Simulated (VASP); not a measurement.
# AlN in VASP: a series of runs

AlN is run at these levels: PBEsol; tasks: single point.

Everything below comes from runs of VASP 6.6.1. Logs are shortened: lines on timing, memory, paths and dates and some standing lists are left out, and cuts for length are marked.

## (1) The cell of the first run

It takes space group F-43m (No. 216, cubic). The conventional cell has a = 4.377 Å, b = 4.377 Å, c = 4.377 Å, α = 90.00°, β = 90.00°, γ = 90.00°. Al (site symmetry -43m) has 4 N at 1.90 Å within 2.5 Å. Within 2.5 Å of N (site symmetry -43m) lie 4 Al at 1.90 Å.

## (2) Single point, PBEsol

Input file INCAR:

```
SYSTEM = AlN
PREC = Accurate ; ENCUT = 520
EDIFF = 1E-6 ; ISMEAR = 0
SIGMA = 0.01 ; LREAL = .False.
LASPH = .True. ; NELM = 60
ALGO = Normal ; ISIF = 2
LWAVE = .False. ; LCHARG = .False.
GGA = PS ; NBANDS = 11
```

Input file KPOINTS:

```
regular mesh
0
Gamma
  10 10 10
  0 0 0
```

Input file POSCAR:

```
AlN
1.0
    2.1886794804      2.1886794804      0.0000000000
   -2.1886794804      2.1886794804      0.0000000000
    0.0000000000      2.1886794804      2.1886794804
Al N
1 1
Direct
    0.0000000000      0.0000000000      0.0000000000
    0.2500000000      0.7500000000      0.5000000000
```

Potentials or basis: VASP PAW PBE potentials, release 64 (Al, N).

On the command line:

```bash
$ cat potpaw_PBE.64/Al/POTCAR potpaw_PBE.64/N/POTCAR > POTCAR
$ mpirun -np 1 vasp_std > vasp.out
```

OUTCAR:

```text
SYSTEM = AlN
   PREC = Accurate
   ENCUT = 520
   EDIFF = 1E-6
   ISMEAR = 0
   LREAL = .False.
   LASPH = .True.
   NELM = 60
   ISIF = 2
   GGA = PS

 ion  position               nearest neighbor table
   1  0.000  0.000  0.000-   2 1.90   2 1.90   2 1.90   2 1.90
   2  0.250  0.750  0.500-   1 1.90   1 1.90   1 1.90   1 1.90

  LATTYP: Found a face centered cubic cell.
 ALAT       =     4.3773589608

  Lattice vectors:

 A1 = (   0.0000000000,   2.1886794804,   2.1886794804)
 A2 = (   2.1886794804,   0.0000000000,   2.1886794804)
 A3 = (   2.1886794804,   2.1886794804,   0.0000000000)

Analysis of symmetry for initial positions (statically):
=====================================================================
 Subroutine PRICEL returns:
 Original cell was already a primitive cell.

 Routine SETGRP: Setting up the symmetry group for a
 face centered cubic supercell.

 Subroutine GETGRP returns: Found 24 space group operations
 (whereof 24 operations were pure point group operations)
 out of a pool of 48 trial point group operations.

The static configuration has the point symmetry T_d .

Analysis of symmetry for dynamics (positions and initial velocities):
=====================================================================
 Subroutine PRICEL returns:
 Original cell was already a primitive cell.

 Routine SETGRP: Setting up the symmetry group for a
 face centered cubic supercell.

 Subroutine GETGRP returns: Found 24 space group operations
 (whereof 24 operations were pure point group operations)
 out of a pool of 48 trial point group operations.

The dynamic configuration has the point symmetry T_d .

 Subroutine INISYM returns: Found 24 space group operations
 (whereof 24 operations are pure point group operations),
 and found     1 'primitive' translations

----------------------------------------------------------------------------------------

                                     Primitive cell

  volume of cell :      20.9689

  direct lattice vectors                    reciprocal lattice vectors
     2.188679480  2.188679480  0.000000000     0.228448251  0.228448251 -0.228448251
    -2.188679480  2.188679480  0.000000000    -0.228448251  0.228448251 -0.228448251
     0.000000000  2.188679480  2.188679480     0.000000000  0.000000000  0.456896503

  length of vectors
     3.095260205  3.095260205  3.095260205     0.395683978  0.395683978  0.456896503

  position of ions in fractional coordinates (direct lattice)
     0.000000000  0.000000000  0.000000000
     0.250000000  0.750000000  0.500000000

  ion indices of the primitive-cell ions
   primitive index   ion index
                 1           1
                 2           2

----------------------------------------------------------------------------------------

 KPOINTS: regular mesh

Automatic generation of k-mesh.
 Grid dimensions read from file:
 generate k-points for:   10   10   10

 Generating k-lattice:

  Cartesian coordinates                     Fractional coordinates (reciprocal lattice)
     0.022844825  0.022844825 -0.022844825     0.100000000  0.000000000  0.000000000
    -0.022844825  0.022844825 -0.022844825     0.000000000  0.100000000  0.000000000
     0.000000000  0.000000000  0.045689650     0.000000000  0.000000000  0.100000000

  Length of vectors
     0.039568398  0.039568398  0.045689650

  Shift w.r.t. Gamma in fractional coordinates (k-lattice)
     0.000000000  0.000000000  0.000000000

 Subroutine IBZKPT returns following result:
 ===========================================

 Found     47 irreducible k-points:

 Following reciprocal coordinates:
            Coordinates               Weight
  0.000000  0.000000  0.000000      1.000000
  0.100000  0.000000  0.000000      8.000000
  0.200000  0.000000  0.000000      8.000000
  0.300000  0.000000  0.000000      8.000000
  0.400000  0.000000  0.000000      8.000000
  0.500000  0.000000  0.000000      4.000000
[... 16 lines left out ...]
  0.300000  0.300000  0.000000     12.000000
  0.400000  0.300000  0.000000     24.000000
 [... further k-points ...]
   k-points           NKPTS =     47   k-points in BZ     NKDIM =     47   number of bands    NBANDS=     11
   number of dos      NEDOS =    301   number of ions     NIONS =      2
   total plane-waves  NPLWV =  13824
   dimension x,y,z NGX =    24 NGY =   24 NGZ =   24
   dimension x,y,z NGXF=    48 NGYF=   48 NGZF=   48
   ions per type =               1   1
   NGX,Y,Z   is equivalent  to a cutoff of  12.89, 12.89, 12.89 a.u.
   NGXF,Y,Z  is equivalent  to a cutoff of  25.78, 25.78, 25.78 a.u.
 SYSTEM =  AlN
   PREC   = accura    normal or accurate (medium, high low for compatibility)
   ISTART =      0    job   : 0-new  1-cont  2-samecut
   ICHARG =      2    charge: 1-file 2-atom 10-const
   ISPIN  =      1    spin polarized calculation?
   LNONCOLLINEAR =      F non collinear calculations
   LSORBIT =      F    spin-orbit coupling
   LASPH  =      T    aspherical Exc in radial PAW
   ENCUT  =  520.0 eV  38.22 Ry    6.18 a.u.   5.76  5.76  5.76*2*pi/ulx,y,z
   NELM   =     60;   NELMIN=  2; NELMDL= -5     # of ELM steps
   EDIFF  = 0.1E-05   stopping-criterion for ELM
   LREAL  =      F    real-space projection
   EDIFFG = 0.1E-04   stopping-criterion for IOM
   NSW    =      0    number of steps for IOM
   IBRION =     -1    ionic relax: 0-MD 1-quasi-New 2-CG
   NFREE  =      0    steps in history (QN), initial steepest desc. (CG)
   ISIF   =      2    stress and relaxation
   ISYM   =      2    0-nonsym 1-usesym 2-fastsym
   POTIM  = 0.5000    time-step for ionic-motion
   TEBEG  =    0.0;   TEEND  =   0.0 temperature during run
   PSTRESS=    0.0 pullay stress
   NELECT =       8.0000    total number of electrons
   NUPDOWN=      -1.0000    fix difference up-down
   EMIN   =  10.00;   EMAX   =-10.00  energy-range for DOS
   EFERMI =   0.00;   METHOD = LEGACY
   ISMEAR =     0;   SIGMA  =   0.01  broadening in eV -4-tet -1-fermi 0-gaus
   EFERMI_NEDOS =   21; number of points for ismear=-14 and -15
   IALGO  =     38    algorithm
   IMIX   =      4    mixing-type and parameters
     AMIX     =   0.40;   BMIX     =  1.00
     AMIX_MAG =   1.60;   BMIX_MAG =  1.00
  volume/ion in A,a.u.               =      10.48        70.75
  Fermi-wavevector in a.u.,A,eV,Ry     =   1.187352  2.243769 19.181544  1.409804
  Thomas-Fermi vector in A             =   2.323505
   LORBIT       =      0    0 simple, 1 ext, 2 COOP (PROOUT), +10 PAW based schemes
   GGA     = PS    functional components
   LHFCALC =     F    Hartree Fock is set to
   AEXX    =    0.0000 exact exchange contribution
   IVDW    =     0    specifies the selected vdW correction
   LEPSILON=     F    determine dielectric tensor
   LRPA    =     F    only Hartree local field effects (RPA)
 non-spin polarized calculation
 Gauss-broadening in eV      SIGMA  =   0.01
  energy-cutoff  :      520.00
  volume of cell :       20.97
 maximum number of plane-waves:       588
   NGX = 11   NGY = 11   NGZ = 11

 number of electron       8.0000000 magnetization

 Free energy of the ion-electron system (eV)
  ---------------------------------------------------
  ext. energy  EPLUGINS =         0.00000000
  ---------------------------------------------------
  free energy    TOTEN  =       -15.61137164 eV

  energy without entropy =      -15.61137164  energy(sigma->0) =      -15.61137164

 E-fermi :   5.9324     XC(G=0): -11.1011

 val. band max:        5.8176946952   @ k =   0.0000   0.0000   0.0000
 cond. band min:       9.0014930845   @ k =   0.5000   0.5000   0.0000
 fundamental gap:      3.1837983893
 Fermi energy:         5.9324305105

 k-point     1 :       0.0000    0.0000    0.0000
  band No.  band energies     occupation
      1      -9.1031      2.00000
      2       5.8177      2.00000
      3       5.8177      2.00000
      4       5.8177      2.00000
      5       9.8940      0.00000
      6      18.2235      0.00000
      7      18.2235      0.00000
      8      18.2235      0.00000
      9      23.3539      0.00000
     10      23.3539      0.00000
     11      24.6938      0.00000

 k-point     2 :       0.1000    0.0000    0.0000
  band No.  band energies     occupation
      1      -8.9563      2.00000
      2       4.9974      2.00000
      3       5.7658      2.00000
      4       5.7658      2.00000
      5      10.5598      0.00000
      6      17.8329      0.00000
      7      18.3570      0.00000
      8      18.3570      0.00000
      9      22.0829      0.00000
     10      22.0829      0.00000
     11      23.8875      0.00000

 k-point     3 :       0.2000    0.0000    0.0000
  band No.  band energies     occupation
      1      -8.5378      2.00000
      2       3.3857      2.00000
      3       5.6365      2.00000
      4       5.6365      2.00000
      5      11.6800      0.00000
      6      17.0319      0.00000
      7      18.2870      0.00000
      8      18.2870      0.00000
      9      21.5493      0.00000
     10      21.5493      0.00000
     11      23.0163      0.00000

 k-point     4 :       0.3000    0.0000    0.0000
  band No.  band energies     occupation
      1      -7.9285      2.00000
      2       1.7352      2.00000
      3       5.4885      2.00000
      4       5.4885      2.00000
      5      12.5097      0.00000
      6      16.2773      0.00000
      7      17.6277      0.00000
      8      17.6277      0.00000
      9      22.6008      0.00000
     10      22.6008      0.00000
     11      22.8273      0.00000
[... 239 lines left out ...]
 k-point    22 :      -0.2000    0.2000    0.0000
  band No.  band energies     occupation
      1      -8.3521      2.00000
      2       3.6018      2.00000
      3       5.1138      2.00000
      4       5.1138      2.00000
      5      11.8182      0.00000
      6      16.4579      0.00000
      7      17.5444      0.00000
      8      19.2224      0.00000
      9      19.2224      0.00000
     10      24.5541      0.00000
     11      27.1078      0.00000

 k-point    23 :       0.3000    0.3000    0.0000
  band No.  band energies     occupation
      1      -6.7293      2.00000
      2       1.3050      2.00000
      3       2.5536      2.00000
      4       4.9506      2.00000
      5      12.4918      0.00000
      6      15.4724      0.00000
      7      17.8321      0.00000
      8      18.6089      0.00000
      9      22.8387      0.00000
     10      23.0449      0.00000
     11      29.0057      0.00000

 k-point    24 :       0.4000    0.3000    0.0000
  band No.  band energies     occupation
      1      -6.5196      2.00000
      2       1.2438      2.00000
      3       2.4732      2.00000
      4       4.6255      2.00000
      5      11.4936      0.00000
      6      15.7946      0.00000
      7      18.3129      0.00000
      8      19.2150      0.00000
      9      21.3815      0.00000
     10      24.8974      0.00000
     11      29.7373      0.00000

 [... further k-points ...]
[... 5 lines left out ...]
  --------------------------------------------------------------------------------------
  -------------------------------------------------------------------------------------
  Total        0.0014257      0.0014257      0.0014257      0.0000000      0.0000000     -0.0000000
  in kB        0.1089365      0.1089365      0.1089365      0.0000000      0.0000000     -0.0000000
  external PRESSURE =       0.1089365 kB  Pullay stress =       0.0000000 kB

 VOLUME and BASIS-vectors are now :
 -----------------------------------------------------------------------------
  energy-cutoff  :      520.00
  volume of cell :       20.97
      direct lattice vectors                 reciprocal lattice vectors
     2.188679480  2.188679480  0.000000000     0.228448251  0.228448251 -0.228448251
    -2.188679480  2.188679480  0.000000000    -0.228448251  0.228448251 -0.228448251
     0.000000000  2.188679480  2.188679480     0.000000000  0.000000000  0.456896503

 POSITION                                       TOTAL-FORCE (eV/Angst)
 -----------------------------------------------------------------------------------
      0.00000      0.00000      0.00000         0.000000     -0.000000      0.000000
     -1.09434      3.28302      1.09434        -0.000000      0.000000      0.000000
 -----------------------------------------------------------------------------------
    total drift:                               -0.000000      0.000000      0.000000

  FREE ENERGIE OF THE ION-ELECTRON SYSTEM (eV)
  ---------------------------------------------------
  free  energy   TOTEN  =       -15.6113716399 eV

  energy  without entropy=      -15.6113716399  energy(sigma->0) =      -15.61137164
```

Run time: 5 s. Hardware: 1 thread of Intel Xeon Platinum 8559C (Emerald Rapids), shared host; peak memory 0.14 GiB.

What came out:

- Free energy: -15.6114 eV
- Pressure: 0.0 GPa
- Band gap on the k mesh: 3.18 eV, indirect (least direct gap 4.08 eV)

Caveat: the PAW data sets were made with another functional, which shifts forces and pressure a little. A k mesh can miss the band edges.

## (3) Single point, PBEsol (in-plane strain -0.02, then relaxed in part)

Input file INCAR:

```
SYSTEM = AlN
PREC = Accurate
ENCUT = 520
EDIFF = 1E-6
ISMEAR = 0
SIGMA = 0.01
LREAL = .False.
LASPH = .True.
NELM = 80
ALGO = Normal
ISIF = 2
LWAVE = .False.
LCHARG = .False.
GGA = PS
NBANDS = 11
```

KPOINTS is that of step 2.

Input file POSCAR:

```
AlN
1.0
    2.1449058908      2.1449058908      0.0000000000
   -2.1449058908      2.1449058908      0.0000000000
    0.0000000000      2.1449058908      2.2347606387
Al N
1 1
Direct
    0.0000000000      0.0000000000      0.0000000000
    0.2500000000      0.7500000000      0.5000000000
```

Potentials or basis: VASP PAW PBE potentials, release 64 (Al, N).

On the command line:

```bash
$ cat potpaw_PBE.64/Al/POTCAR potpaw_PBE.64/N/POTCAR > POTCAR
$ mpirun -np 1 vasp_std > vasp.out
```

Run time: 9.5 s. Hardware: 1 thread of Intel Xeon Platinum 8559C (Emerald Rapids), shared host; peak memory 0.14 GiB.

It converged, with:

| Item | Value |
| --- | --- |
| Free energy | -15.5959 eV |
| Pressure | 4.0 GPa |
| Band gap on the k mesh | 3.06 eV, indirect (least direct gap 4.18 eV) |

Stress tensor (GPa, compression positive):
```
 5.98  0.00  0.00
 0.00  5.98  0.00
 0.00  0.00 -0.01
```

Levels at points of the mesh, in eV from the valence-band top:
| k point | band 1 | band 2 | band 3 | band 4 | band 5 | band 6 | band 7 | band 8 | band 9 |
| --- | --- | --- | --- | --- | --- | --- | --- | --- | --- |
| (0.00, 0.00, 0.00) | -15.11 | -0.20 | -0.01 | -0.01 | 4.16 | 12.51 | 12.51 | 12.55 | 16.84 |
| (0.50, 0.00, 0.00) | -12.99 | -6.05 | -0.74 | -0.38 | 7.25 | 9.78 | 10.76 | 11.43 | 17.85 |
| (0.50, 0.50, 0.00) | -12.27 | -4.93 | -2.00 | -1.98 | 3.06 | 8.27 | 14.20 | 14.97 | 16.22 |
| (0.00, 0.00, 0.50) | -12.45 | -5.33 | -1.65 | -1.65 | 3.26 | 8.90 | 13.48 | 15.94 | 15.94 |

Caveat: the cell differs from its parent crystal (in-plane strain -0.02, then relaxed in part); the PAW data sets were made with another functional, which shifts forces and pressure a little. A k mesh can miss the band edges.
